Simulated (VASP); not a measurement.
Set up this calculation in VASP 6.6.1, as the native input.

```
Task                   : single point
Functional             : PBEsol
Potentials or basis    : VASP PAW PBE potentials, release 64 (B, As)
Cutoff                 : 500 eV
k mesh                 : 14 × 14 × 14
Occupations            : fermi-dirac, width 0.05 eV
Spin                   : no spin polarisation
Dipole correction      : no
Further INCAR settings : ALGO = Normal; EDIFF = 1e-06; NBANDS = 11
```

The structure of BAs (zincblende type) lies in POSCAR:

```
BAs
1.0
    0.0000000000      2.3351338051      2.3351338051
    2.3351338051      0.0000000000      2.3351338051
    2.3351338051      2.3351338051      0.0000000000
B As
1 1
Direct
    0.0000000000      0.0000000000      0.0000000000
    0.2500000000      0.2500000000      0.2500000000
```

This cell differs from its parent crystal: volume scaled by 0.94.

These files were run (other wordings do the same):

INCAR

```
PREC = Accurate
ENCUT = 500
EDIFF = 1E-6
ISMEAR = -1
SIGMA = 0.05
LREAL = F
LASPH = T
NELM = 120
ALGO = Normal
ISIF = 2
LWAVE = F
LCHARG = F
GGA = PS
NBANDS = 11
GGA_COMPAT = F
```

KPOINTS

```
Automatic mesh
0
Gamma
  14 14 14
```

Potentials or basis: VASP PAW PBE potentials, release 64 (B, As).

The run is started by

```console
$ cat potpaw_PBE.64/B/POTCAR potpaw_PBE.64/As/POTCAR > POTCAR
$ mpirun -np 1 vasp_std > vasp.out
```

It gave:

| Property | Result |
| --- | --- |
| Pressure | 11.0 GPa |
| Band gap on the k mesh | 1.02 eV, indirect (least direct gap 3.33 eV) |

Caveat: the PAW data sets were made with another functional, which shifts forces and pressure a little.

Wall time 21 s on 1 thread of Intel Xeon 8259CL, with other jobs on the host, peak memory 0.16 GiB.
